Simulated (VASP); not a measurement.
# SiO2 (P4_2/mnm) in VASP: single point with PBE

Aim: the single point of SiO2 with PBE.

Everything below comes from runs of VASP 6.6.1. Logs are shortened: lines on timing, memory, paths and dates and some standing lists are left out, and cuts for length are marked.

**1. The cell of the first run**

It takes space group P4_2/mnm (No. 136, tetragonal). Conventional cell: a = 4.236 Å, b = 4.236 Å, c = 2.690 Å, α = 90.00°, β = 90.00°, γ = 90.00°. Within 2.4 Å of Si (site symmetry mmm) lie 6 O at 1.77 to 1.84 Å. Within 2.4 Å of O (site symmetry m2m) lie 3 Si at 1.77 to 1.84 Å and 1 O at 2.31 Å.

**2. Single point, PBE**

INCAR reads:

```
PREC = Accurate
ENCUT = 520
EDIFF = 1E-6
ISMEAR = 0
SIGMA = 0.05
LREAL = False
LASPH = True
NELM = 80
ALGO = Normal
ISIF = 2
LWAVE = False
LCHARG = True
GGA = PE
LELF = True
LVHAR = True
NBANDS = 25
```

KPOINTS reads:

```
regular mesh
0
Gamma
  6 6 8
```

POSCAR reads:

```
SiO2
1.0
    4.2361165349      0.0000000000      0.0000000000
    0.0000000000      4.2361165349      0.0000000000
    0.0000000000      0.0000000000      2.6904781066
Si O
2 4
Direct
    0.5000000000      0.5000000000      0.5000000000
    0.0000000000      0.0000000000      0.0000000000
    0.6930152166      0.6930152166      0.0000000000
    0.1930152166      0.8069847834      0.5000000000
    0.3069847834      0.3069847834      0.0000000000
    0.8069847834      0.1930152166      0.5000000000
```

Potentials or basis: VASP PAW PBE potentials, release 64 (Si, O).

On the command line:

```
cat potpaw_PBE.64/Si/POTCAR potpaw_PBE.64/O/POTCAR > POTCAR
mpirun -np 1 vasp_std > vasp.out
```

OUTCAR:

```text
PREC = Accurate
   ENCUT = 520
   EDIFF = 1E-6
   ISMEAR = 0
   LREAL = False
   LASPH = True
   NELM = 80
   ISIF = 2
   GGA = PE

 ion  position               nearest neighbor table
   1  0.500  0.500  0.500-   3 1.77   5 1.77   3 1.77   5 1.77   4 1.84   6 1.84
   2  0.000  0.000  0.000-   4 1.77   6 1.77   4 1.77   6 1.77   5 1.84   3 1.84
   3  0.693  0.693  0.000-   1 1.77   1 1.77   2 1.84
   4  0.193  0.807  0.500-   2 1.77   2 1.77   1 1.84
   5  0.307  0.307  0.000-   1 1.77   1 1.77   2 1.84
   6  0.807  0.193  0.500-   2 1.77   2 1.77   1 1.84

  LATTYP: Found a simple tetragonal cell.
 ALAT       =     4.2361165349
 C/A-ratio  =     0.6351284448

  Lattice vectors:

 A1 = (   4.2361165349,   0.0000000000,   0.0000000000)
 A2 = (   0.0000000000,   4.2361165349,   0.0000000000)
 A3 = (   0.0000000000,   0.0000000000,   2.6904781066)

Analysis of symmetry for initial positions (statically):
=====================================================================
 Subroutine PRICEL returns:
 Original cell was already a primitive cell.

 Routine SETGRP: Setting up the symmetry group for a
 simple tetragonal supercell.

 Subroutine GETGRP returns: Found 16 space group operations
 (whereof  8 operations were pure point group operations)
 out of a pool of 16 trial point group operations.

The static configuration has the point symmetry D_2h.
 The point group associated with its full space group is D_4h.

Analysis of symmetry for dynamics (positions and initial velocities):
=====================================================================
 Subroutine PRICEL returns:
 Original cell was already a primitive cell.

 Routine SETGRP: Setting up the symmetry group for a
 simple tetragonal supercell.

 Subroutine GETGRP returns: Found 16 space group operations
 (whereof  8 operations were pure point group operations)
 out of a pool of 16 trial point group operations.

The dynamic configuration has the point symmetry D_2h.
 The point group associated with its full space group is D_4h.

 Subroutine INISYM returns: Found 16 space group operations
 (whereof  8 operations are pure point group operations),
 and found     1 'primitive' translations

----------------------------------------------------------------------------------------

                                     Primitive cell

  volume of cell :      48.2798

  direct lattice vectors                    reciprocal lattice vectors
     4.236116535  0.000000000  0.000000000     0.236065272  0.000000000  0.000000000
     0.000000000  4.236116535  0.000000000     0.000000000  0.236065272  0.000000000
     0.000000000  0.000000000  2.690478107     0.000000000  0.000000000  0.371681151

  length of vectors
     4.236116535  4.236116535  2.690478107     0.236065272  0.236065272  0.371681151

  position of ions in fractional coordinates (direct lattice)
     0.500000000  0.500000000  0.500000000
     0.000000000  0.000000000  0.000000000
     0.693015217  0.693015217  0.000000000
     0.193015217  0.806984783  0.500000000
     0.306984783  0.306984783  0.000000000
     0.806984783  0.193015217  0.500000000

  ion indices of the primitive-cell ions
   primitive index   ion index
                 1           1
                 2           2
                 3           3
                 4           4
                 5           5
                 6           6

----------------------------------------------------------------------------------------

 KPOINTS: regular mesh

Automatic generation of k-mesh.
 Grid dimensions read from file:
 generate k-points for:    6    6    8

 Generating k-lattice:

  Cartesian coordinates                     Fractional coordinates (reciprocal lattice)
     0.039344212  0.000000000  0.000000000     0.166666667  0.000000000  0.000000000
     0.000000000  0.039344212  0.000000000     0.000000000  0.166666667  0.000000000
     0.000000000  0.000000000  0.046460144     0.000000000  0.000000000  0.125000000

  Length of vectors
     0.039344212  0.039344212  0.046460144

  Shift w.r.t. Gamma in fractional coordinates (k-lattice)
     0.000000000  0.000000000  0.000000000

 Subroutine IBZKPT returns following result:
 ===========================================

 Found     50 irreducible k-points:

 Following reciprocal coordinates:
            Coordinates               Weight
  0.000000  0.000000  0.000000      1.000000
  0.166667  0.000000  0.000000      4.000000
  0.333333  0.000000  0.000000      4.000000
  0.500000  0.000000  0.000000      2.000000
  0.166667  0.166667  0.000000      4.000000
  0.333333  0.166667  0.000000      8.000000
[... 16 lines left out ...]
  0.333333  0.000000  0.250000      8.000000
  0.500000  0.000000  0.250000      4.000000
 [... further k-points ...]
   k-points           NKPTS =     50   k-points in BZ     NKDIM =     50   number of bands    NBANDS=     25
   number of dos      NEDOS =    301   number of ions     NIONS =      6
   total plane-waves  NPLWV =  20480
   dimension x,y,z NGX =    32 NGY =   32 NGZ =   20
   dimension x,y,z NGXF=    64 NGYF=   64 NGZF=   40
   ions per type =               2   4
   NGX,Y,Z   is equivalent  to a cutoff of  12.56, 12.56, 12.36 a.u.
   NGXF,Y,Z  is equivalent  to a cutoff of  25.12, 25.12, 24.72 a.u.
 SYSTEM =  unknown system
   PREC   = accura    normal or accurate (medium, high low for compatibility)
   ISTART =      0    job   : 0-new  1-cont  2-samecut
   ICHARG =      2    charge: 1-file 2-atom 10-const
   ISPIN  =      1    spin polarized calculation?
   LNONCOLLINEAR =      F non collinear calculations
   LSORBIT =      F    spin-orbit coupling
   LASPH  =      T    aspherical Exc in radial PAW
   ENCUT  =  520.0 eV  38.22 Ry    6.18 a.u.   7.88  7.88  5.00*2*pi/ulx,y,z
   NELM   =     80;   NELMIN=  2; NELMDL= -5     # of ELM steps
   EDIFF  = 0.1E-05   stopping-criterion for ELM
   LREAL  =      F    real-space projection
   EDIFFG = 0.1E-04   stopping-criterion for IOM
   NSW    =      0    number of steps for IOM
   IBRION =     -1    ionic relax: 0-MD 1-quasi-New 2-CG
   NFREE  =      0    steps in history (QN), initial steepest desc. (CG)
   ISIF   =      2    stress and relaxation
   ISYM   =      2    0-nonsym 1-usesym 2-fastsym
   POTIM  = 0.5000    time-step for ionic-motion
   TEBEG  =    0.0;   TEEND  =   0.0 temperature during run
   PSTRESS=    0.0 pullay stress
   NELECT =      32.0000    total number of electrons
   NUPDOWN=      -1.0000    fix difference up-down
   EMIN   =  10.00;   EMAX   =-10.00  energy-range for DOS
   EFERMI =   0.00;   METHOD = LEGACY
   ISMEAR =     0;   SIGMA  =   0.05  broadening in eV -4-tet -1-fermi 0-gaus
   EFERMI_NEDOS =   21; number of points for ismear=-14 and -15
   IALGO  =     38    algorithm
   IMIX   =      4    mixing-type and parameters
     AMIX     =   0.40;   BMIX     =  1.00
     AMIX_MAG =   1.60;   BMIX_MAG =  1.00
  volume/ion in A,a.u.               =       8.05        54.30
  Fermi-wavevector in a.u.,A,eV,Ry     =   1.427369  2.697337 27.720287  2.037384
  Thomas-Fermi vector in A             =   2.547546
   LORBIT       =      0    0 simple, 1 ext, 2 COOP (PROOUT), +10 PAW based schemes
   GGA     = PE    functional components
   LHFCALC =     F    Hartree Fock is set to
   AEXX    =    0.0000 exact exchange contribution
   IVDW    =     0    specifies the selected vdW correction
   LEPSILON=     F    determine dielectric tensor
   LRPA    =     F    only Hartree local field effects (RPA)
 non-spin polarized calculation
 Gauss-broadening in eV      SIGMA  =   0.05
  energy-cutoff  :      520.00
  volume of cell :       48.28
 maximum number of plane-waves:      1336
 NGX is ok and might be reduce to    32
   NGX = 15   NGY = 15   NGZ = 11

 number of electron      31.9999992 magnetization

 Free energy of the ion-electron system (eV)
  ---------------------------------------------------
  ext. energy  EPLUGINS =         0.00000000
  ---------------------------------------------------
  free energy    TOTEN  =       -46.31685744 eV

  energy without entropy =      -46.31685744  energy(sigma->0) =      -46.31685744

 E-fermi :   8.0219     XC(G=0): -12.0798

 val. band max:        7.7312718063   @ k =   0.0000   0.0000   0.0000
 cond. band min:      12.7560416199   @ k =   0.0000   0.0000   0.0000
 fundamental gap:      5.0247698136
 Fermi energy:         8.0219138848

 k-point     1 :       0.0000    0.0000    0.0000
  band No.  band energies     occupation
      1     -14.4797      2.00000
      2     -11.0192      2.00000
      3     -11.0192      2.00000
      4     -10.8623      2.00000
      5      -2.8745      2.00000
      6       1.4987      2.00000
[... 17 lines left out ...]
     24      21.4206      0.00000
     25      23.0784      0.00000

 k-point     2 :       0.1667    0.0000    0.0000
  band No.  band energies     occupation
      1     -14.3415      2.00000
      2     -11.6671      2.00000
      3     -10.9515      2.00000
      4     -10.5003      2.00000
      5      -2.6801      2.00000
      6       0.7626      2.00000
[... 17 lines left out ...]
     24      20.9208      0.00000
     25      22.9502      0.00000

 k-point     3 :       0.3333    0.0000    0.0000
  band No.  band energies     occupation
      1     -13.9371      2.00000
      2     -12.5066      2.00000
      3     -10.7702      2.00000
      4     -10.4051      2.00000
      5      -2.1446      2.00000
      6      -0.3420      2.00000
[... 17 lines left out ...]
     24      21.2692      0.00000
     25      22.3549      0.00000

 k-point     4 :       0.5000    0.0000    0.0000
  band No.  band energies     occupation
      1     -13.3026      2.00000
      2     -13.3026      2.00000
      3     -10.5467      2.00000
      4     -10.5467      2.00000
      5      -1.3455      2.00000
      6      -1.3455      2.00000
[... 17 lines left out ...]
     24      21.0425      0.00000
     25      22.3255      0.00000

 k-point     5 :       0.1667    0.1667    0.0000
  band No.  band energies     occupation
      1     -14.2069      2.00000
      2     -11.8509      2.00000
      3     -11.1033      2.00000
      4     -10.4029      2.00000
      5      -2.4630      2.00000
      6       0.6575      2.00000
[... 17 lines left out ...]
     24      20.7575      0.00000
     25      22.9656      0.00000

 k-point     6 :       0.3333    0.1667    0.0000
  band No.  band energies     occupation
      1     -13.8156      2.00000
      2     -12.4814      2.00000
      3     -10.9997      2.00000
      4     -10.4709      2.00000
      5      -1.8829      2.00000
      6      -0.1316      2.00000
[... 17 lines left out ...]
     24      21.1221      0.00000
     25      22.5620      0.00000
[... 393 lines left out ...]
 k-point    21 :       0.0000    0.0000    0.2500
  band No.  band energies     occupation
      1     -13.7048      2.00000
      2     -10.8595      2.00000
      3     -10.6578      2.00000
      4     -10.6578      2.00000
      5      -2.6441      2.00000
      6       1.1341      2.00000
[... 17 lines left out ...]
     24      21.2455      0.00000
     25      21.6355      0.00000

 k-point    22 :       0.1667    0.0000    0.2500
  band No.  band energies     occupation
      1     -13.5794      2.00000
      2     -11.3074      2.00000
      3     -10.6168      2.00000
      4     -10.4362      2.00000
      5      -2.3824      2.00000
      6       0.6734      2.00000
[... 17 lines left out ...]
     24      21.1534      0.00000
     25      21.7205      0.00000

 k-point    23 :       0.3333    0.0000    0.2500
  band No.  band energies     occupation
      1     -13.2159      2.00000
      2     -11.9790      2.00000
      3     -10.5126      2.00000
      4     -10.3458      2.00000
      5      -1.6897      2.00000
      6       0.1302      2.00000
[... 17 lines left out ...]
     24      20.4435      0.00000
     25      21.6172      0.00000

 k-point    24 :       0.5000    0.0000    0.2500
  band No.  band energies     occupation
      1     -12.6561      2.00000
      2     -12.6561      2.00000
      3     -10.3973      2.00000
      4     -10.3973      2.00000
      5      -0.7673      2.00000
      6      -0.7673      2.00000
[... 17 lines left out ...]
     24      20.5005      0.00000
     25      21.2771      0.00000

 [... further k-points ...]
[... 5 lines left out ...]
  --------------------------------------------------------------------------------------
  -------------------------------------------------------------------------------------
  Total       -0.0228947     -0.0228947      0.1669572     -0.0000000      0.0000000      0.0000000
  in kB       -0.7597684     -0.7597684      5.5405189     -0.0000000      0.0000000      0.0000000
  external PRESSURE =       1.3403274 kB  Pullay stress =       0.0000000 kB

 VOLUME and BASIS-vectors are now :
 -----------------------------------------------------------------------------
  energy-cutoff  :      520.00
  volume of cell :       48.28
      direct lattice vectors                 reciprocal lattice vectors
     4.236116535  0.000000000  0.000000000     0.236065272  0.000000000  0.000000000
     0.000000000  4.236116535  0.000000000     0.000000000  0.236065272  0.000000000
     0.000000000  0.000000000  2.690478107     0.000000000  0.000000000  0.371681151

 POSITION                                       TOTAL-FORCE (eV/Angst)
 -----------------------------------------------------------------------------------
      2.11806      2.11806      1.34524         0.000000     -0.000000      0.000000
      0.00000      0.00000      0.00000         0.000000     -0.000000      0.000000
      2.93569      2.93569      0.00000         0.013056      0.013056     -0.000000
      0.81763      3.41848      1.34524         0.013056     -0.013056      0.000000
      1.30042      1.30042      0.00000        -0.013056     -0.013056      0.000000
      3.41848      0.81763      1.34524        -0.013056      0.013056     -0.000000
 -----------------------------------------------------------------------------------
    total drift:                                0.000000      0.000000      0.000000

  FREE ENERGIE OF THE ION-ELECTRON SYSTEM (eV)
  ---------------------------------------------------
  free  energy   TOTEN  =       -46.3168574358 eV

  energy  without entropy=      -46.3168574358  energy(sigma->0) =      -46.31685744
```

Run time: 15 s. Hardware: 1 thread of Intel Xeon 6975P-C (Granite Rapids), shared host; peak memory 0.18 GiB.

Results:

```yaml
Free_energy: -46.3169 eV
Pressure: 0.1 GPa
Largest_force: 0.018 eV/Å
Band_gap_on_the_k_mesh: 5.02 eV, direct
```

Forces in eV/Å, atoms in the order of the input:
```
Si   0.000  0.000  0.000
Si   0.000  0.000  0.000
O    0.013  0.013  0.000
O    0.013 -0.013  0.000
O   -0.013 -0.013  0.000
O   -0.013  0.013  0.000
```

Stress tensor (GPa, compression positive):
```
-0.08  0.00  0.00
 0.00 -0.08  0.00
 0.00  0.00  0.55
```

A k mesh can miss the band edges. As with any semilocal functional, this PBE gap is likely too small.
